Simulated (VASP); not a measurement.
# As (R-3m) in VASP: notebook

Runs on As. Level: r2SCAN. Tasks: single point.

All numbers are computed with VASP 6.6.1; they aren't measurements. Logs are shortened: lines on timing, memory, paths and dates and some standing lists are left out, and cuts for length are marked.

**1. The cell of the first run**

Symmetry: R-3m, No. 166, trigonal system. Conventional cell: a = 3.590 Å, b = 3.590 Å, c = 15.163 Å, α = 90.00°, β = 90.00°, γ = 120.00°. Within 3.3 Å of As (site symmetry 3m) lie 3 As at 2.48 Å.

**2. Single point, r2SCAN**

The input, POSCAR:

```
As
1.0
    1.7950784285      1.0363890139      5.0542643309
   -1.7950784285      1.0363890139      5.0542643309
    0.0000000000     -2.0727780278      5.0542643309
As
2
Direct
    0.7883402482      0.7883402482      0.7883402482
    0.2116597518      0.2116597518      0.2116597518
```

The input, INCAR.step1:

```
SYSTEM = As
ALGO = Normal
EDIFF = 1E-4
ENCUT = 520
GGA = PE
ISMEAR = -1
LASPH = .TRUE.
LCHARG = .FALSE.
LREAL = .FALSE.
LWAVE = .TRUE.
NBANDS = 12
NELM = 80
PREC = Accurate
SIGMA = 0.1
```

The input, INCAR.step2:

```
SYSTEM = As
ALGO = Normal
EDIFF = 1E-6
ENCUT = 520
ISIF = 2
ISMEAR = -1
ISTART = 1
LASPH = .TRUE.
LCHARG = .TRUE.
LELF = .TRUE.
LMIXTAU = .TRUE.
LREAL = .FALSE.
LVHAR = .TRUE.
LWAVE = .FALSE.
METAGGA = R2SCAN
NBANDS = 12
NELM = 80
PREC = Accurate
SIGMA = 0.1
```

The input, KPOINTS:

```
k-points
0
G
  2 2 2
  0 0 0
```

Potentials or basis: VASP PAW PBE potentials, release 64 (As).

Started as:

```sh
$ cat potpaw_PBE.64/As/POTCAR > POTCAR
$ cp INCAR.step1 INCAR
$ mpirun -np 1 vasp_std > vasp.out
$ cp INCAR.step2 INCAR
$ mpirun -np 1 vasp_std > vasp.out
```

OUTCAR:

```text
SYSTEM = As
   EDIFF = 1E-6
   ENCUT = 520
   ISIF = 2
   ISMEAR = -1
   ISTART = 1
   LASPH = .TRUE.
   LREAL = .FALSE.
   METAGGA = R2SCAN
   NELM = 80
   PREC = Accurate

 ion  position               nearest neighbor table
   1  0.788  0.788  0.788-   2 2.48   2 2.48   2 2.48
   2  0.212  0.212  0.212-   1 2.48   1 2.48   1 2.48

  LATTYP: Found a trigonal (rhomboedric) cell.
 ALAT       =     5.4627828695
 COS(alpha) =     0.7840421605

  Lattice vectors:

 A1 = (   1.7950784285,   1.0363890139,   5.0542643309)
 A2 = (  -1.7950784285,   1.0363890139,   5.0542643309)
 A3 = (   0.0000000000,  -2.0727780278,   5.0542643309)

Analysis of symmetry for initial positions (statically):
=====================================================================
 Subroutine PRICEL returns:
 Original cell was already a primitive cell.

 Routine SETGRP: Setting up the symmetry group for a
 trigonal (rhombohedral) supercell.

 Subroutine GETGRP returns: Found 12 space group operations
 (whereof 12 operations were pure point group operations)
 out of a pool of 12 trial point group operations.

The static configuration has the point symmetry D_3d.

Analysis of symmetry for dynamics (positions and initial velocities):
=====================================================================
 Subroutine PRICEL returns:
 Original cell was already a primitive cell.

 Routine SETGRP: Setting up the symmetry group for a
 trigonal (rhombohedral) supercell.

 Subroutine GETGRP returns: Found 12 space group operations
 (whereof 12 operations were pure point group operations)
 out of a pool of 12 trial point group operations.

The dynamic configuration has the point symmetry D_3d.

 Subroutine INISYM returns: Found 12 space group operations
 (whereof 12 operations are pure point group operations),
 and found     1 'primitive' translations

----------------------------------------------------------------------------------------

                                     Primitive cell

  volume of cell :      56.4177

  direct lattice vectors                    reciprocal lattice vectors
     1.795078429  1.036389014  5.054264331     0.278539362  0.160814776  0.065950910
    -1.795078429  1.036389014  5.054264331    -0.278539362  0.160814776  0.065950910
     0.000000000 -2.072778028  5.054264331     0.000000000 -0.321629551  0.065950910

  length of vectors
     5.462782869  5.462782869  5.462782869     0.328321627  0.328321627  0.328321627

  position of ions in fractional coordinates (direct lattice)
     0.788340248  0.788340248  0.788340248
     0.211659752  0.211659752  0.211659752

  ion indices of the primitive-cell ions
   primitive index   ion index
                 1           1
                 2           2

----------------------------------------------------------------------------------------

 KPOINTS: k-points

Automatic generation of k-mesh.
 Grid dimensions read from file:
 generate k-points for:    2    2    2

 Generating k-lattice:

  Cartesian coordinates                     Fractional coordinates (reciprocal lattice)
     0.139269681  0.080407388  0.032975455     0.500000000 -0.000000000  0.000000000
    -0.139269681  0.080407388  0.032975455    -0.000000000  0.500000000  0.000000000
     0.000000000 -0.160814776  0.032975455     0.000000000  0.000000000  0.500000000

  Length of vectors
     0.164160813  0.164160813  0.164160813

  Shift w.r.t. Gamma in fractional coordinates (k-lattice)
     0.000000000  0.000000000  0.000000000

 Subroutine IBZKPT returns following result:
 ===========================================

 Found      4 irreducible k-points:

 Following reciprocal coordinates:
            Coordinates               Weight
  0.000000  0.000000  0.000000      1.000000
  0.500000  0.000000 -0.000000      3.000000
  0.500000  0.500000 -0.000000      3.000000
  0.500000  0.500000  0.500000      1.000000
   k-points           NKPTS =      4   k-points in BZ     NKDIM =      4   number of bands    NBANDS=     12
   number of dos      NEDOS =    301   number of ions     NIONS =      2
   total plane-waves  NPLWV =  74088
   dimension x,y,z NGX =    42 NGY =   42 NGZ =   42
   dimension x,y,z NGXF=    84 NGYF=   84 NGZF=   84
   ions per type =               2
   NGX,Y,Z   is equivalent  to a cutoff of  12.78, 12.78, 12.78 a.u.
   NGXF,Y,Z  is equivalent  to a cutoff of  25.56, 25.56, 25.56 a.u.
 SYSTEM =  As
   PREC   = accura    normal or accurate (medium, high low for compatibility)
   ISTART =      1    job   : 0-new  1-cont  2-samecut
   ICHARG =      0    charge: 1-file 2-atom 10-const
   ISPIN  =      1    spin polarized calculation?
   LNONCOLLINEAR =      F non collinear calculations
   LSORBIT =      F    spin-orbit coupling
   LASPH  =      T    aspherical Exc in radial PAW
   ENCUT  =  520.0 eV  38.22 Ry    6.18 a.u.  10.16 10.16 10.16*2*pi/ulx,y,z
   NELM   =     80;   NELMIN=  2; NELMDL=  0     # of ELM steps
   EDIFF  = 0.1E-05   stopping-criterion for ELM
   LREAL  =      F    real-space projection
   EDIFFG = 0.1E-04   stopping-criterion for IOM
   NSW    =      0    number of steps for IOM
   IBRION =     -1    ionic relax: 0-MD 1-quasi-New 2-CG
   NFREE  =      0    steps in history (QN), initial steepest desc. (CG)
   ISIF   =      2    stress and relaxation
   ISYM   =      2    0-nonsym 1-usesym 2-fastsym
   POTIM  = 0.5000    time-step for ionic-motion
   TEBEG  =    0.0;   TEEND  =   0.0 temperature during run
   PSTRESS=    0.0 pullay stress
   NELECT =      10.0000    total number of electrons
   NUPDOWN=      -1.0000    fix difference up-down
   EMIN   =  10.00;   EMAX   =-10.00  energy-range for DOS
   EFERMI =   0.00;   METHOD = LEGACY
   ISMEAR =    -1;   SIGMA  =   0.10  broadening in eV -4-tet -1-fermi 0-gaus
   EFERMI_NEDOS =   21; number of points for ismear=-14 and -15
   IALGO  =     38    algorithm
   IMIX   =      4    mixing-type and parameters
     AMIX     =   0.40;   BMIX     =  1.00
     AMIX_MAG =   1.60;   BMIX_MAG =  1.00
  volume/ion in A,a.u.               =      28.21       190.36
  Fermi-wavevector in a.u.,A,eV,Ry     =   0.919609  1.737808 11.506174  0.845680
  Thomas-Fermi vector in A             =   2.044822
   LORBIT       =      0    0 simple, 1 ext, 2 COOP (PROOUT), +10 PAW based schemes
   METAGGA = R2SCAN    functional components
   LHFCALC =     F    Hartree Fock is set to
   AEXX    =    0.0000 exact exchange contribution
   IVDW    =     0    specifies the selected vdW correction
   LEPSILON=     F    determine dielectric tensor
   LRPA    =     F    only Hartree local field effects (RPA)
 non-spin polarized calculation
  energy-cutoff  :      520.00
  volume of cell :       56.42
 maximum number of plane-waves:      1543
 NGX is ok and might be reduce to    42
   NGX = 21   NGY = 21   NGZ = 21

 number of electron      10.0000000 magnetization

 Free energy of the ion-electron system (eV)
  ---------------------------------------------------
  ext. energy  EPLUGINS =         0.00000000
  ---------------------------------------------------
  free energy    TOTEN  =       -28.12502822 eV

  energy without entropy =      -28.12147958  energy(sigma->0) =      -28.12325390

 E-fermi :   3.2527     XC(G=0):  -8.7814

 val. band max:        2.8093806553   @ k =   0.5000   0.5000   0.5000
 cond. band min:       3.8097691504   @ k =   0.5000   0.0000  -0.0000
 fundamental gap:      1.0003884951
 Fermi energy:         3.2527373576

 k-point     1 :       0.0000    0.0000    0.0000
  band No.  band energies     occupation
      1     -12.2427      2.00000
      2      -5.0006      2.00000
      3       0.3907      2.00000
      4       1.8263      2.00000
      5       1.8263      2.00000
      6       4.7954      0.00000
      7       5.7823      0.00000
      8       5.7823      0.00000
      9      11.3176      0.00000
     10      12.3761      0.00000
     11      12.3761      0.00000
     12      12.8889      0.00000

 k-point     2 :       0.5000    0.0000   -0.0000
  band No.  band energies     occupation
      1      -9.6014      2.00000
      2      -7.5808      2.00000
      3      -1.4041      2.00000
      4      -0.0944      2.00000
      5       0.8183      2.00000
      6       3.8098      0.00759
      7       4.4745      0.00001
      8       6.5393      0.00000
      9       8.8245      0.00000
     10      11.7144      0.00000
     11      15.7728      0.00000
     12      15.7852      0.00000

 k-point     3 :       0.5000    0.5000   -0.0000
  band No.  band energies     occupation
      1      -9.6062      2.00000
      2      -7.4554      2.00000
      3      -1.7587      2.00000
      4      -0.1794      2.00000
      5      -0.1138      2.00000
      6       4.5624      0.00000
      7       6.5642      0.00000
      8       7.1370      0.00000
      9       9.1322      0.00000
     10      11.8028      0.00000
     11      12.3332      0.00000
     12      14.4401      0.00000

 k-point     4 :       0.5000    0.5000    0.5000
  band No.  band energies     occupation
      1     -12.1519      2.00000
      2      -5.7530      2.00000
      3       1.8466      2.00000
      4       1.8466      2.00000
      5       2.8094      1.97653
      6       4.0543      0.00066
      7       5.6152      0.00000
      8       5.6152      0.00000
      9       9.4982      0.00000
     10      11.8481      0.00000
     11      12.8932      0.00000
     12      12.8932      0.00000

------------------------ aborting loop because EDIFF is reached ----------------------------------------

  FORCE on cell =-STRESS in cart. coord.  units (eV):
  Direction    XX          YY          ZZ          XY          YZ          ZX
  --------------------------------------------------------------------------------------
  -------------------------------------------------------------------------------------
  Total        2.1190524      2.1190524      0.8529298      0.0000000      0.0000000      0.0000000
  in kB       60.1778746     60.1778746     24.2219135      0.0000000      0.0000000      0.0000000
  external PRESSURE =      48.1925542 kB  Pullay stress =       0.0000000 kB

 VOLUME and BASIS-vectors are now :
 -----------------------------------------------------------------------------
  energy-cutoff  :      520.00
  volume of cell :       56.42
      direct lattice vectors                 reciprocal lattice vectors
     1.795078429  1.036389014  5.054264331     0.278539362  0.160814776  0.065950910
    -1.795078429  1.036389014  5.054264331    -0.278539362  0.160814776  0.065950910
     0.000000000 -2.072778028  5.054264331     0.000000000 -0.321629551  0.065950910

 POSITION                                       TOTAL-FORCE (eV/Angst)
 -----------------------------------------------------------------------------------
      0.00000      0.00000     11.95344         0.000000      0.000000      0.195155
      0.00000      0.00000      3.20935         0.000000     -0.000000     -0.195155
 -----------------------------------------------------------------------------------
    total drift:                               -0.000000     -0.000000      0.000000

  FREE ENERGIE OF THE ION-ELECTRON SYSTEM (eV)
  ---------------------------------------------------
  free  energy   TOTEN  =       -28.1250282180 eV

  energy  without entropy=      -28.1214795772  energy(sigma->0) =      -28.12325390
```

Wall time 57 s (1 thread of Intel Xeon 8259CL, shared host); peak memory 0.26 GiB.

What came out:

* Free energy: -28.1250 eV
* Pressure: 4.8 GPa
* Largest force: 0.195 eV/Å
* Band gap on the k mesh: 1.00 eV (least direct gap 1.24 eV)

Forces on the atoms (eV/Å):
```
As   0.000  0.000  0.195
As   0.000  0.000 -0.195
```

Caveat: the k points lie up to 1.03 Å⁻¹ apart, too coarse for converged energies, forces and pressures; the PAW data sets were made with another functional, which shifts forces and pressure a little. A k mesh can miss the band edges.

**3. Single point, r2SCAN**

POSCAR is that of step 2.

The input, INCAR.step1:

```
ALGO     = Normal         # electronic algorithm
EDIFF    = 1E-4           # SCF threshold, eV
ENCUT    = 520            # plane-wave cutoff, eV
GGA      = PE             # functional
ISMEAR   = -1             # smearing method
LASPH    = T              # aspherical terms in the spheres
LCHARG   = F              # write CHGCAR
LREAL    = F              # projectors in reciprocal space
LWAVE    = T              # write WAVECAR
NBANDS   = 12             # bands
NELM     = 100            # most SCF steps
PREC     = Accurate       # precision mode
SIGMA    = 0.1            # smearing width, eV
```

The input, INCAR.step2:

```
ALGO     = Normal         # electronic algorithm
EDIFF    = 1E-7           # SCF threshold, eV
ENCUT    = 520            # plane-wave cutoff, eV
ISIF     = 2              # what is computed and relaxed
ISMEAR   = -1             # smearing method
ISTART   = 1            
LASPH    = T              # aspherical terms in the spheres
LCHARG   = T              # write CHGCAR
LELF     = T              # ELF
LMIXTAU  = T            
LREAL    = F              # projectors in reciprocal space
LVHAR    = T            
LWAVE    = F              # write WAVECAR
METAGGA  = R2SCAN         # meta-GGA
NBANDS   = 12             # bands
NELM     = 100            # most SCF steps
PREC     = Accurate       # precision mode
SIGMA    = 0.1            # smearing width, eV
```

The input, KPOINTS:

```
k-points
0
Gamma
  3 3 3
```

Potentials or basis: VASP PAW PBE potentials, release 64 (As).

Started as:

```sh
$ cat potpaw_PBE.64/As/POTCAR > POTCAR
$ cp INCAR.step1 INCAR
$ mpirun -np 1 vasp_std > vasp.out
$ cp INCAR.step2 INCAR
$ mpirun -np 1 vasp_std > vasp.out
```

Run time: 1.9 min. Hardware: 1 thread of Intel Xeon 8259CL, shared host; peak memory 0.26 GiB.

The run converged. Its results:

```
Free energy            : -28.9890 eV
Pressure               : 2.3 GPa
Largest force          : 0.182 eV/Å
Band gap on the k mesh : 1.34 eV (least direct gap 2.16 eV)
```

Forces on the atoms (eV/Å):
```
As   0.000  0.000  0.182
As   0.000  0.000 -0.182
```

Stress tensor (GPa, compression positive):
```
 4.50  0.00  0.00
 0.00  4.50  0.00
 0.00  0.00 -2.23
```

Levels at points of the mesh, in eV from the valence-band top:
```
           k point  band 3  band 4  band 5  band 6  band 7  band 8
(0.00, 0.00, 0.00)   -1.61   -0.21   -0.21    2.70    3.72    3.72
```

Caveat: the k points lie up to 0.69 Å⁻¹ apart; the PAW data sets were made with another functional, which shifts forces and pressure a little. A k mesh can miss the band edges.

**4. Single point, r2SCAN**

POSCAR is that of step 3.

The input, INCAR.step1:

```
SYSTEM = As
ALGO     = Normal         ! electronic algorithm
EDIFF    = 1E-4           ! SCF threshold, eV
ENCUT    = 520            ! plane-wave cutoff, eV
GGA      = PE             ! functional
ISMEAR   = -1             ! smearing method
LASPH    = .True.         ! aspherical terms in the spheres
LCHARG   = .False.        ! write CHGCAR
LREAL    = .False.        ! projectors in reciprocal space
LWAVE    = .True.         ! write WAVECAR
NBANDS   = 12             ! bands
NELM     = 100            ! most SCF steps
PREC     = Accurate       ! precision mode
SIGMA    = 0.1            ! smearing width, eV
```

The input, INCAR.step2:

```
SYSTEM = As
ALGO     = Normal         ! electronic algorithm
EDIFF    = 1E-6           ! SCF threshold, eV
ENCUT    = 520            ! plane-wave cutoff, eV
ISIF     = 2              ! what is computed and relaxed
ISMEAR   = -1             ! smearing method
ISTART   = 1            
LASPH    = .True.         ! aspherical terms in the spheres
LCHARG   = .False.        ! write CHGCAR
LMIXTAU  = .True.       
LREAL    = .False.        ! projectors in reciprocal space
LWAVE    = .False.        ! write WAVECAR
METAGGA  = R2SCAN         ! meta-GGA
NBANDS   = 12             ! bands
NELM     = 100            ! most SCF steps
PREC     = Accurate       ! precision mode
SIGMA    = 0.1            ! smearing width, eV
```

The input, KPOINTS:

```
k-points
0
Gamma
  4 4 4
  0 0 0
```

Started as:

```sh
$ cat potpaw_PBE.64/As/POTCAR > POTCAR
$ cp INCAR.step1 INCAR
$ mpirun -np 1 vasp_std > vasp.out
$ cp INCAR.step2 INCAR
$ mpirun -np 1 vasp_std > vasp.out
```

It took 89 s on 1 thread of Intel Xeon 8259CL, shared host; peak memory 0.26 GiB.

The run converged. Its results:

```yaml
Free_energy: -29.2721 eV
Pressure: 0.8 GPa
Largest_force: 0.018 eV/Å
Band_gap_on_the_k_mesh: 0.95 eV (least direct gap 1.15 eV)
```

Forces on the atoms (eV/Å):
```
As   0.000  0.000  0.018
As   0.000  0.000 -0.018
```

Stress tensor (GPa, compression positive):
```
 1.49  0.00  0.00
 0.00  1.49  0.00
 0.00  0.00 -0.55
```

Levels at points of the mesh, in eV from the valence-band top:
```
           k point  band 2  band 3  band 4  band 5  band 6  band 7  band 8  band 9
(0.00, 0.00, 0.00)   -7.84   -2.39   -1.04   -1.04    1.87    2.90    2.90    8.50
(0.50, 0.00, 0.00)  -10.47   -4.26   -2.97   -2.02    0.95    1.70    3.71    6.00
(0.50, 0.50, 0.00)  -10.35   -4.61   -3.05   -2.94    1.67    3.76    4.29    6.37
(0.50, 0.50, 0.50)   -8.58   -1.02   -1.02    0.00    1.15    2.74    2.74    6.67
```

Caveat: the k points lie up to 0.52 Å⁻¹ apart; the PAW data sets were made with another functional, which shifts forces and pressure a little. A k mesh can miss the band edges.

(Continued in part 2 of 2.)
